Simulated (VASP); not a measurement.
# KF in VASP: a series of runs, part 2 of 2

VASP 6.6.1. Earlier steps stand in the parts before.

### Step 3. Single point, PBE (strain along [111] +2.1%)

INCAR reads:

```
ALGO = Normal
EDIFF = 1E-7
ENCUT = 520
GGA = PE
ISIF = 2
ISMEAR = -1
LASPH = True
LCHARG = True
LELF = True
LREAL = False
LVHAR = True
LWAVE = False
NBANDS = 15
NELM = 100
PREC = Accurate
SIGMA = 0.02
```

KPOINTS reads:

```
k-points
0
Gamma
  8 8 8
```

POSCAR reads:

```
KF
1.0
    0.0375799762      2.6965405554      2.6965405554
    2.6965405554      0.0375799762      2.6965405554
    2.6965405554      2.6965405554      0.0375799762
K F
1 1
Direct
    0.0000000000      0.0000000000      0.0000000000
    0.5000000000      0.5000000000      0.5000000000
```

Potentials or basis: VASP PAW PBE potentials, release 64 (K_sv, F).

Command:

```console
$ cat potpaw_PBE.64/K_sv/POTCAR potpaw_PBE.64/F/POTCAR > POTCAR
$ mpirun -np 1 vasp_std > vasp.out
```

OUTCAR:

```text
EDIFF = 1E-7
   ENCUT = 520
   GGA = PE
   ISIF = 2
   ISMEAR = -1
   LASPH = True
   LREAL = False
   NELM = 100
   PREC = Accurate

 ion  position               nearest neighbor table
   1  0.000  0.000  0.000-   2 2.68   2 2.68   2 2.68   2 2.68   2 2.68   2 2.68
   2  0.500  0.500  0.500-   1 2.68   1 2.68   1 2.68   1 2.68   1 2.68   1 2.68

  LATTYP: Found a trigonal (rhomboedric) cell.
 ALAT       =     3.8136693864
 COS(alpha) =     0.5138864619

  Lattice vectors:

 A1 = (   0.0375799762,   2.6965405554,   2.6965405554)
 A2 = (   2.6965405554,   0.0375799762,   2.6965405554)
 A3 = (   2.6965405554,   2.6965405554,   0.0375799762)

Analysis of symmetry for initial positions (statically):
=====================================================================
 Subroutine PRICEL returns:
 Original cell was already a primitive cell.

 Routine SETGRP: Setting up the symmetry group for a
 trigonal (rhombohedral) supercell.

 Subroutine GETGRP returns: Found 12 space group operations
 (whereof 12 operations were pure point group operations)
 out of a pool of 12 trial point group operations.

The static configuration has the point symmetry D_3d.

Analysis of symmetry for dynamics (positions and initial velocities):
=====================================================================
 Subroutine PRICEL returns:
 Original cell was already a primitive cell.

 Routine SETGRP: Setting up the symmetry group for a
 trigonal (rhombohedral) supercell.

 Subroutine GETGRP returns: Found 12 space group operations
 (whereof 12 operations were pure point group operations)
 out of a pool of 12 trial point group operations.

The dynamic configuration has the point symmetry D_3d.

 Subroutine INISYM returns: Found 12 space group operations
 (whereof 12 operations are pure point group operations),
 and found     1 'primitive' translations

----------------------------------------------------------------------------------------

                                     Primitive cell

  volume of cell :      38.3952

  direct lattice vectors                    reciprocal lattice vectors
     0.037579976  2.696540555  2.696540555    -0.189344658  0.186742151  0.186742151
     2.696540555  0.037579976  2.696540555     0.186742151 -0.189344658  0.186742151
     2.696540555  2.696540555  0.037579976     0.186742151  0.186742151 -0.189344658

  length of vectors
     3.813669386  3.813669386  3.813669386     0.324956399  0.324956399  0.324956399

  position of ions in fractional coordinates (direct lattice)
     0.000000000  0.000000000  0.000000000
     0.500000000  0.500000000  0.500000000

  ion indices of the primitive-cell ions
   primitive index   ion index
                 1           1
                 2           2

----------------------------------------------------------------------------------------

 KPOINTS: k-points

Automatic generation of k-mesh.
 Grid dimensions read from file:
 generate k-points for:    8    8    8

 Generating k-lattice:

  Cartesian coordinates                     Fractional coordinates (reciprocal lattice)
    -0.023668082  0.023342769  0.023342769     0.125000000  0.000000000 -0.000000000
     0.023342769 -0.023668082  0.023342769     0.000000000  0.125000000 -0.000000000
     0.023342769  0.023342769 -0.023668082     0.000000000  0.000000000  0.125000000

[... 39 lines left out ...]
   number of dos      NEDOS =    301   number of ions     NIONS =      2
   total plane-waves  NPLWV =  21952
   dimension x,y,z NGX =    28 NGY =   28 NGZ =   28
   dimension x,y,z NGXF=    56 NGYF=   56 NGZF=   56
   ions per type =               1   1
   NGX,Y,Z   is equivalent  to a cutoff of  12.21, 12.21, 12.21 a.u.
   NGXF,Y,Z  is equivalent  to a cutoff of  24.41, 24.41, 24.41 a.u.
 SYSTEM =  unknown system
   PREC   = accura    normal or accurate (medium, high low for compatibility)
   ISTART =      0    job   : 0-new  1-cont  2-samecut
   ICHARG =      2    charge: 1-file 2-atom 10-const
   ISPIN  =      1    spin polarized calculation?
   LNONCOLLINEAR =      F non collinear calculations
   LSORBIT =      F    spin-orbit coupling
   LASPH  =      T    aspherical Exc in radial PAW
   ENCUT  =  520.0 eV  38.22 Ry    6.18 a.u.   7.09  7.09  7.09*2*pi/ulx,y,z
   NELM   =    100;   NELMIN=  2; NELMDL= -5     # of ELM steps
   EDIFF  = 0.1E-06   stopping-criterion for ELM
   LREAL  =      F    real-space projection
   EDIFFG = 0.1E-05   stopping-criterion for IOM
   NSW    =      0    number of steps for IOM
   IBRION =     -1    ionic relax: 0-MD 1-quasi-New 2-CG
   NFREE  =      0    steps in history (QN), initial steepest desc. (CG)
   ISIF   =      2    stress and relaxation
   ISYM   =      2    0-nonsym 1-usesym 2-fastsym
   POTIM  = 0.5000    time-step for ionic-motion
   TEBEG  =    0.0;   TEEND  =   0.0 temperature during run
   PSTRESS=    0.0 pullay stress
   NELECT =      16.0000    total number of electrons
   NUPDOWN=      -1.0000    fix difference up-down
   EMIN   =  10.00;   EMAX   =-10.00  energy-range for DOS
   EFERMI =   0.00;   METHOD = LEGACY
   ISMEAR =    -1;   SIGMA  =   0.02  broadening in eV -4-tet -1-fermi 0-gaus
   EFERMI_NEDOS =   21; number of points for ismear=-14 and -15
   IALGO  =     38    algorithm
   IMIX   =      4    mixing-type and parameters
     AMIX     =   0.40;   BMIX     =  1.00
     AMIX_MAG =   1.60;   BMIX_MAG =  1.00
  volume/ion in A,a.u.               =      19.20       129.55
  Fermi-wavevector in a.u.,A,eV,Ry     =   1.222802  2.310760 20.344026  1.495244
  Thomas-Fermi vector in A             =   2.357935
   LORBIT       =      0    0 simple, 1 ext, 2 COOP (PROOUT), +10 PAW based schemes
   GGA     = PE    functional components
   LHFCALC =     F    Hartree Fock is set to
   AEXX    =    0.0000 exact exchange contribution
   IVDW    =     0    specifies the selected vdW correction
   LEPSILON=     F    determine dielectric tensor
   LRPA    =     F    only Hartree local field effects (RPA)
 non-spin polarized calculation
  energy-cutoff  :      520.00
  volume of cell :       38.40
 maximum number of plane-waves:      1046
   NGX = 15   NGY = 15   NGZ = 15

 number of electron      16.0000000 magnetization

 Free energy of the ion-electron system (eV)
  ---------------------------------------------------
  ext. energy  EPLUGINS =         0.00000000
  ---------------------------------------------------
  free energy    TOTEN  =        -8.29149026 eV

  energy without entropy =       -8.29149026  energy(sigma->0) =       -8.29149026

 E-fermi :  -2.3710     XC(G=0):  -8.3748

 val. band max:       -2.8133094351   @ k =   0.0000   0.0000   0.0000
 cond. band min:       3.3094374064   @ k =   0.0000   0.0000   0.0000
 fundamental gap:      6.1227468415
 Fermi energy:        -2.3709521034

 k-point     1 :       0.0000    0.0000    0.0000
  band No.  band energies     occupation
      1     -28.9789      2.00000
      2     -21.4735      2.00000
      3     -12.2395      2.00000
      4     -12.2310      2.00000
      5     -12.2310      2.00000
      6      -2.8345      2.00000
      7      -2.8133      2.00000
      8      -2.8133      2.00000
      9       3.3094      0.00000
     10       7.7035      0.00000
     11       7.9060      0.00000
     12       7.9060      0.00000
     13       9.5057      0.00000
     14       9.5057      0.00000
[... 401 lines left out ...]
      2     -21.5267      2.00000
      3     -12.4131      2.00000
      4     -12.3276      2.00000
      5     -12.2457      2.00000
      6      -3.3752      2.00000
      7      -3.0816      2.00000
      8      -2.9619      2.00000
      9       5.4292      0.00000
     10       7.0522      0.00000
     11       8.8208      0.00000
     12       8.9063      0.00000
     13      10.2724      0.00000
     14      10.6034      0.00000
     15      15.2047      0.00000

 [... further k-points ...]

------------------------ aborting loop because EDIFF is reached ----------------------------------------

  FORCE on cell =-STRESS in cart. coord.  units (eV):
  Direction    XX          YY          ZZ          XY          YZ          ZX
  --------------------------------------------------------------------------------------
  -------------------------------------------------------------------------------------
  Total        0.2834670      0.2834670      0.2834670     -0.0457606     -0.0457606     -0.0457606
  in kB       11.8286893     11.8286893     11.8286893     -1.9095275     -1.9095275     -1.9095275
  external PRESSURE =      11.8286893 kB  Pullay stress =       0.0000000 kB

 VOLUME and BASIS-vectors are now :
 -----------------------------------------------------------------------------
  energy-cutoff  :      520.00
  volume of cell :       38.40
      direct lattice vectors                 reciprocal lattice vectors
     0.037579976  2.696540555  2.696540555    -0.189344658  0.186742151  0.186742151
     2.696540555  0.037579976  2.696540555     0.186742151 -0.189344658  0.186742151
     2.696540555  2.696540555  0.037579976     0.186742151  0.186742151 -0.189344658

 POSITION                                       TOTAL-FORCE (eV/Angst)
 -----------------------------------------------------------------------------------
      0.00000      0.00000      0.00000        -0.000000      0.000000     -0.000000
      2.71533      2.71533      2.71533         0.000000     -0.000000      0.000000
 -----------------------------------------------------------------------------------
    total drift:                                0.000000      0.000000      0.000000

  FREE ENERGIE OF THE ION-ELECTRON SYSTEM (eV)
  ---------------------------------------------------
  free  energy   TOTEN  =        -8.2914902581 eV

  energy  without entropy=       -8.2914902581  energy(sigma->0) =       -8.29149026
```

stdout:

```text
POSCAR found type information on POSCAR K F
 POSCAR found :  2 types and       2 ions
 scaLAPACK will be used
 LDA part: xc-table for (Slater+PW92), standard interpolation
 POSCAR, INCAR and KPOINTS ok, starting setup
 FFT: planning ... GRIDC
 FFT: planning ... GRID_SOFT
 FFT: planning ... GRID
 WAVECAR not read
 entering main loop
```

Run time: 24 s. Hardware: 1 thread of AMD EPYC 7R13 (Zen 3), shared host; peak memory 0.15 GiB.

Results:

| Quantity | Value |
| --- | --- |
| Free energy | -8.2915 eV |
| Pressure | 1.2 GPa |
| Band gap on the k mesh | 6.12 eV |

Levels at points of the mesh, in eV from the valence-band top:
```tsv
k point	band 4	band 5	band 6	band 7	band 8	band 9	band 10	band 11	band 12	band 13
(0.00, 0.00, 0.00)	-9.42	-9.42	-0.02	0.00	0.00	6.12	10.52	10.72	10.72	12.32
(0.50, 0.00, 0.00)	-9.46	-9.46	-0.79	-0.37	-0.34	9.05	10.57	11.95	12.14	14.21
(0.50, 0.50, 0.00)	-9.63	-9.62	-0.22	-0.07	-0.06	8.19	10.26	11.75	13.56	14.18
(0.50, 0.50, 0.50)	-9.45	-9.45	-0.79	-0.32	-0.32	8.98	10.49	12.00	12.00	14.23
```

Caveat: the cell differs from its parent crystal (strain along [111] +2.1%).

### Step 4. Single point, r2SCAN (biaxial xy strain +2.2%)

POSCAR reads:

```
KF
1.0
    0.0000000000      2.7169259199      2.6589605792
    2.7169259199      0.0000000000      2.6589605792
    2.7169259199      2.7169259199      0.0000000000
K F
1 1
Direct
    0.0000000000      0.0000000000      0.0000000000
    0.5000000000      0.5000000000      0.5000000000
```

INCAR.step1 reads:

```
PREC     = Accurate       # precision mode
ENCUT    = 520            # plane-wave cutoff, eV
ISMEAR   = 0              # smearing method
SIGMA    = 0.01           # smearing width, eV
LREAL    = False          # projectors in reciprocal space
LASPH    = True           # aspherical terms in the spheres
NELM     = 80             # most SCF steps
NBANDS   = 15             # bands
GGA      = PE             # functional
ALGO     = Normal         # electronic algorithm
EDIFF    = 1E-4           # SCF threshold, eV
LWAVE    = True           # write WAVECAR
LCHARG   = False          # write CHGCAR
```

INCAR.step2 reads:

```
PREC     = Accurate       # precision mode
ENCUT    = 520            # plane-wave cutoff, eV
EDIFF    = 1E-6           # SCF threshold, eV
ISMEAR   = 0              # smearing method
SIGMA    = 0.01           # smearing width, eV
LREAL    = False          # projectors in reciprocal space
LASPH    = True           # aspherical terms in the spheres
NELM     = 80             # most SCF steps
ALGO     = Normal         # electronic algorithm
ISIF     = 2              # what is computed and relaxed
LWAVE    = False          # write WAVECAR
LCHARG   = False          # write CHGCAR
METAGGA  = R2SCAN         # meta-GGA
LMIXTAU  = True         
NBANDS   = 15             # bands
ISTART   = 1
```

KPOINTS reads:

```
regular mesh
0
Gamma
  8 8 8
```

Potentials or basis: VASP PAW PBE potentials, release 64 (K_sv, F).

Command:

```console
$ cat potpaw_PBE.64/K_sv/POTCAR potpaw_PBE.64/F/POTCAR > POTCAR
$ cp INCAR.step1 INCAR
$ mpirun -np 1 vasp_std > vasp.out
$ cp INCAR.step2 INCAR
$ mpirun -np 1 vasp_std > vasp.out
```

OUTCAR:

```text
PREC = Accurate
   ENCUT = 520
   EDIFF = 1E-6
   ISMEAR = 0
   LREAL = False
   LASPH = True
   NELM = 80
   ISIF = 2
   METAGGA = R2SCAN
   ISTART = 1

 ion  position               nearest neighbor table
   1  0.000  0.000  0.000-   2 2.66   2 2.66   2 2.72   2 2.72   2 2.72   2 2.72
   2  0.500  0.500  0.500-   1 2.66   1 2.66   1 2.72   1 2.72   1 2.72   1 2.72

  LATTYP: Found a body centered tetragonal cell.
 ALAT       =     3.8423134839
 C/A-ratio  =     1.3840414585

  Lattice vectors:

 A1 = (   0.0000000000,  -2.7169259199,  -2.6589605792)
 A2 = (   0.0000000000,   2.7169259199,  -2.6589605792)
 A3 = (   2.7169259199,   0.0000000000,   2.6589605792)

Analysis of symmetry for initial positions (statically):
=====================================================================
 Subroutine PRICEL returns:
 Original cell was already a primitive cell.

 Routine SETGRP: Setting up the symmetry group for a
 body centered tetragonal supercell.

 Subroutine GETGRP returns: Found 16 space group operations
 (whereof 16 operations were pure point group operations)
 out of a pool of 16 trial point group operations.

The static configuration has the point symmetry D_4h.

[... 175 lines left out ...]
      7      -3.4306      2.00000
      8      -3.3999      2.00000
      9       3.2561      0.00000
     10       7.9157      0.00000
     11       7.9157      0.00000
     12       8.0360      0.00000
     13       9.6654      0.00000
     14       9.8896      0.00000
[... 401 lines left out ...]
      2     -23.2457      2.00000
      3     -13.3406      2.00000
      4     -13.1986      2.00000
      5     -13.1846      2.00000
      6      -3.9634      2.00000
      7      -3.6539      2.00000
      8      -3.5985      2.00000
      9       5.7111      0.00000
     10       6.8579      0.00000
     11       9.1065      0.00000
     12       9.3878      0.00000
     13      10.6800      0.00000
     14      11.0135      0.00000
     15      14.7723      0.00000

 [... further k-points ...]

------------------------ aborting loop because EDIFF is reached ----------------------------------------

  FORCE on cell =-STRESS in cart. coord.  units (eV):
  Direction    XX          YY          ZZ          XY          YZ          ZX
  --------------------------------------------------------------------------------------
  -------------------------------------------------------------------------------------
  Total       -0.4286410     -0.4286410     -0.1504379      0.0000000     -0.0000000     -0.0000000
  in kB      -17.4947142    -17.4947142     -6.1400273      0.0000000     -0.0000000     -0.0000000
  external PRESSURE =     -13.7098186 kB  Pullay stress =       0.0000000 kB

 VOLUME and BASIS-vectors are now :
 -----------------------------------------------------------------------------
  energy-cutoff  :      520.00
  volume of cell :       39.26
      direct lattice vectors                 reciprocal lattice vectors
     0.000000000  2.716925920  2.658960579    -0.184031518  0.184031518  0.188043405
     2.716925920  0.000000000  2.658960579     0.184031518 -0.184031518  0.188043405
     2.716925920  2.716925920  0.000000000     0.184031518  0.184031518 -0.188043405

 POSITION                                       TOTAL-FORCE (eV/Angst)
 -----------------------------------------------------------------------------------
      0.00000      0.00000      0.00000         0.000000      0.000000      0.000000
      2.71693      2.71693      2.65896        -0.000000     -0.000000      0.000000
 -----------------------------------------------------------------------------------
    total drift:                                0.000000      0.000000      0.000000

  FREE ENERGIE OF THE ION-ELECTRON SYSTEM (eV)
  ---------------------------------------------------
  free  energy   TOTEN  =       -14.9654900715 eV

  energy  without entropy=      -14.9654900715  energy(sigma->0) =      -14.96549007
```

OUTCAR.step1:

```text
PREC = Accurate
   ENCUT = 520
   ISMEAR = 0
   LREAL = False
   LASPH = True
[... 654 lines left out ...]
      0.00000      0.00000      0.00000         0.000000      0.000000      0.000000
      2.71693      2.71693      2.65896        -0.000000     -0.000000      0.000000
 -----------------------------------------------------------------------------------
    total drift:                                0.000000      0.000000      0.000000

  FREE ENERGIE OF THE ION-ELECTRON SYSTEM (eV)
  ---------------------------------------------------
  free  energy   TOTEN  =        -8.2958538321 eV

  energy  without entropy=       -8.2958538321  energy(sigma->0) =       -8.29585383
```

Wall time 100 s (1 thread of AMD EPYC 7R13 (Zen 3), shared host); peak memory 0.16 GiB.

What came out:

* Free energy: -14.9655 eV
* Pressure: -1.4 GPa
* Band gap on the k mesh: 6.66 eV

Caveat: the cell differs from its parent crystal (biaxial xy strain +2.2%); the PAW data sets were made with another functional, which shifts forces and pressure a little.

### Step 5. Single point, r2SCAN (strain along [111] +2.1%)

POSCAR reads:

```
KF
1.0
    0.0375799762      2.6965405554      2.6965405554
    2.6965405554      0.0375799762      2.6965405554
    2.6965405554      2.6965405554      0.0375799762
K F
1 1
Direct
    0.0000000000      0.0000000000      0.0000000000
    0.5000000000      0.5000000000      0.5000000000
```

INCAR.step1 reads:

```
SYSTEM = KF
  ALGO = Normal
  EDIFF = 1E-4
  ENCUT = 520
  GGA = PE
  ISMEAR = 0
  LASPH = .True.
  LCHARG = .False.
  LREAL = .False.
  LWAVE = .True.
  NBANDS = 15
  NELM = 60
  PREC = Accurate
  SIGMA = 0.01
```

INCAR.step2 reads:

```
SYSTEM = KF
  ALGO = Normal
  EDIFF = 1E-6
  ENCUT = 520
  ISIF = 2
  ISMEAR = 0
  ISTART = 1
  LASPH = .True.
  LCHARG = .False.
  LMIXTAU = .True.
  LREAL = .False.
  LWAVE = .False.
  METAGGA = R2SCAN
  NBANDS = 15
  NELM = 60
  PREC = Accurate
  SIGMA = 0.01
```

KPOINTS reads:

```
k-points
0
Gamma
  8 8 8
  0 0 0
```

Command:

```console
$ cat potpaw_PBE.64/K_sv/POTCAR potpaw_PBE.64/F/POTCAR > POTCAR
$ cp INCAR.step1 INCAR
$ mpirun -np 1 vasp_std > vasp.out
$ cp INCAR.step2 INCAR
$ mpirun -np 1 vasp_std > vasp.out
```

It took 1.8 min on 1 thread of AMD EPYC 7R13 (Zen 3), shared host; peak memory 0.16 GiB.

Results (log left out):

```yaml
Free_energy: -14.9712 eV
Pressure: -0.7 GPa
Band_gap_on_the_k_mesh: 6.79 eV
```

Stress tensor (GPa, compression positive):
```
-0.75 -0.18 -0.18
-0.18 -0.75 -0.18
-0.18 -0.18 -0.75
```

Levels at points of the mesh, in eV from the valence-band top:
```
           k point  band 4  band 5  band 6  band 7  band 8  band 9  band 10  band 11  band 12  band 13
(0.00, 0.00, 0.00)   -9.64   -9.64   -0.02    0.00    0.00    6.79    11.28    11.50    11.50    13.28
(0.50, 0.00, 0.00)   -9.68   -9.68   -0.76   -0.36   -0.33    9.66    11.21    12.79    13.00    15.20
(0.50, 0.50, 0.00)   -9.85   -9.84   -0.22   -0.07   -0.05    8.75    11.18    12.36    14.58    15.08
(0.50, 0.50, 0.50)   -9.67   -9.67   -0.76   -0.31   -0.31    9.59    11.13    12.85    12.85    15.22
```

Caveat: the cell differs from its parent crystal (strain along [111] +2.1%); the PAW data sets were made with another functional, which shifts forces and pressure a little.

### Step 6. The runs side by side

| level | cell | smearing | gap on the mesh (eV) | pressure (GPa) |
| --- | --- | --- | --- | --- |
| PBE | a = 3.802, b = 3.802, c = 3.842 Å, angles 59.6, 59.6, 60.7°, 2 atoms | fermi-dirac 0.02 eV | 6.00 | 0.5 |
| PBE | a = 3.814 Å, angles 59.1°, 2 atoms | fermi-dirac 0.02 eV | 6.12 | 1.2 |
| r2SCAN | a = 3.802, b = 3.802, c = 3.842 Å, angles 59.6, 59.6, 60.7°, 2 atoms | gaussian 0.01 eV | 6.66 | -1.4 |
| r2SCAN | a = 3.814 Å, angles 59.1°, 2 atoms | gaussian 0.01 eV | 6.79 | -0.7 |

Alike in all rows: task single point; potentials or basis VASP PAW PBE potentials, release 64 (K_sv, F); no spin polarisation; k mesh 8 × 8 × 8; cutoff (eV) 520.

Caveats: the PAW data sets were made with another functional, which shifts forces and pressure a little (at least some runs).

Absolute energies hang on the potentials; compare differences alone.
